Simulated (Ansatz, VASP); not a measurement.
## One calculation of W, two programs

```xyz
1
Lattice="-1.5900 1.5900 1.5900 1.5900 -1.5900 1.5900 1.5900 1.5900 -1.5900" Properties=species:S:1:pos:R:3 pbc="T T T"
W     0.0000    0.0000    0.0000
```

Alike in both runs: task relaxation of cell and atoms; functional PBE; k mesh 48 × 48 × 48; occupations gaussian, width 0.1 eV; no spin polarisation.

```csv
,VASP,Ansatz
version,VASP 6.6.1,Ansatz 0.2.0
potentials or method,"VASP PAW PBE potentials, release 64 (W_sv)","scalar-relativistic, plane waves, PAW"
plane-wave cutoff (eV),600,420
valence electrons in the cell,14,14
```

```tsv
	VASP	Ansatz	Ansatz less VASP
gap on the k mesh at the Fermi level, each at its own relaxed structure (eV)	none	none	-
relaxed volume (Å³/atom)	16.16	16.14	-0.028
relaxed cell length with the largest relative difference (Å)	2.759	2.757	-0.0016
```

A gap of «none» marks a metal or a gap that the smearing closes.

Spin-orbit coupling is off throughout.
